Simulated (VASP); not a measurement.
Runs of VASP 6.6.1 on Pt. The structure is that of space group P6/mmm (No. 191), or close to it. The cells are those of the table. This isn't the form of Pt at room conditions, which is fcc.

```tsv
task	cell	k mesh	cutoff (eV)	gap on the mesh (eV)	pressure (GPa)
single point	a = 4.631, b = 4.631, c = 2.754 Å, angles 90.0, 90.0, 120.0°, 3 atoms	10 × 10 × 15	520	none	0.9
single point	a = 4.631, b = 4.631, c = 2.754 Å, angles 90.0, 90.0, 120.0°, 3 atoms	8 × 8 × 12	520	none	0.9
single point	a = 4.692, b = 4.692, c = 2.790 Å, angles 90.0, 90.0, 120.0°, 3 atoms	9 × 9 × 13	520	none	-5.7
single point	a = 4.631, b = 4.631, c = 2.754 Å, angles 90.0, 90.0, 120.0°, 3 atoms	9 × 9 × 13	520	none	(a)
single point	a = 4.752, b = 4.752, c = 2.826 Å, angles 90.0, 90.0, 120.0°, 3 atoms	9 × 9 × 13	520	none	-10.9
single point	a = 4.569, b = 4.569, c = 2.717 Å, angles 90.0, 90.0, 120.0°, 3 atoms	9 × 9 × 13	520	none	9.7
single point	a = 4.810, b = 4.810, c = 2.860 Å, angles 90.0, 90.0, 120.0°, 3 atoms	9 × 9 × 13	520	none	(b)
relaxation of cell and atoms	relaxed from a = 4.402, b = 4.402, c = 2.698 Å, angles 90.0, 90.0, 120.0°, 3 atoms	8 × 8 × 12	600	none	0.0
```

Alike in all rows: level BLYP; potentials or basis VASP PAW PBE potentials, release 64 (Pt); no spin polarisation; smearing fermi-dirac 0.1 eV.

Question: Fill in the values left out.

Answer: (a) 1.0; (b) -14.8.

Caveats: the PAW data sets were made with another functional, which shifts forces and pressure a little; spin-orbit coupling is left out, which moves the levels of the heavy elements; the cell stands under tension (at least some runs); the cell stands under pressure (at least some runs).

A k mesh can miss the band edges, and the runs leave out spin-orbit coupling on Pt.

A gap of «none» marks levels without a gap at the run's occupations.
